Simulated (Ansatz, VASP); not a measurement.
## MoS2 in VASP and in Ansatz

File INCAR:

```
  ALGO = Normal
  EDIFF = 1E-6
  ENCUT = 520
  GGA = PE
  ISIF = 2
  ISMEAR = 0
  IVDW = 12
  LASPH = T
  LCHARG = T
  LELF = T
  LREAL = F
  LVHAR = T
  LWAVE = F
  NBANDS = 35
  NELM = 60
  PREC = Accurate
  SIGMA = 0.05
```

KPOINTS

```
k-points
0
Gamma
  12 12 4
```

File POSCAR:

```
MoS2
1.0
    3.1493579417      0.0000000000      0.0000000000
   -1.5746789709      2.7274239831      0.0000000000
    0.0000000000      0.0000000000     12.0917670417
Mo S
2 4
Direct
    0.3333333333      0.6666666667      0.2500000000
    0.6666666667      0.3333333333      0.7500000000
    0.3266787024      0.6533574048      0.6204968003
    0.6600120357      0.3200240715      0.1204968003
    0.3399879643      0.6799759285      0.8795031997
    0.6733212976      0.3466425952      0.3795031997
```

Input for Ansatz:

```yaml
crystal:
  lattice:
    - [3.1493579417, 0.0, 0.0]
    - [-1.5746789709, 2.7274239831, 0.0]
    - [0.0, 0.0, 12.0917670417]
  atoms:
    - { symbol: Mo, position: [0.3333333333, 0.6666666667, 0.25] }
    - { symbol: Mo, position: [0.6666666667, 0.3333333333, 0.75] }
    - { symbol: S, position: [0.3266787024, 0.6533574048, 0.6204968003] }
    - { symbol: S, position: [0.6600120357, 0.3200240715, 0.1204968003] }
    - { symbol: S, position: [0.3399879643, 0.6799759285, 0.8795031997] }
    - { symbol: S, position: [0.6733212976, 0.3466425952, 0.3795031997] }
basis:
  ecutwfc: 420
kpoints:
  mp_grid: { grid: [12, 12, 4] }
hamiltonian:
  xc: pbe
  pseudopotentials: { kind: paw, azcp: { folder: soft_1 } }
  dispersion: d3bj
scf:
  occupations: { method: gaussian, width: 0.05 }
output:
  forces: true
  stress: true
  eigenvalues: true
```

Change from the starting cell: mode 10 frozen in at -0.036 Å and mode 16 at +0.000 Å (largest displacements).

Alike in both runs: task single point; functional PBE; dispersion D3(BJ); k mesh 12 × 12 × 4; occupations gaussian, width 0.05 eV; no spin polarisation.

|  | VASP | Ansatz |
| --- | --- | --- |
| version | VASP 6.6.1 | Ansatz 0.2.0 |
| potentials or method | VASP PAW PBE potentials, release 64 (Mo_sv, S), cutoff 520 eV | scalar-relativistic, plane waves, PAW |
| valence electrons in the cell | 52 | 52 |

VASP gave:

* gap on the k mesh at the Fermi level (eV): 0.80
* least direct gap on the mesh (eV): 1.70
* pressure (GPa): -0.1
* traceless stress, the component that is largest in VASP (GPa): -3.14
* rms of the force components (eV/Å): 0.163

Question: Estimate Ansatz's values.

Answer: gap on the k mesh at the Fermi level (eV): 0.78; least direct gap on the mesh (eV): 1.70; pressure (GPa): 0.1; traceless stress, the component that is largest in VASP (GPa): -3.15; rms of the force components (eV/Å): 0.163.

Atom by atom the forces differ by 0.007 eV/Å (rms over components).
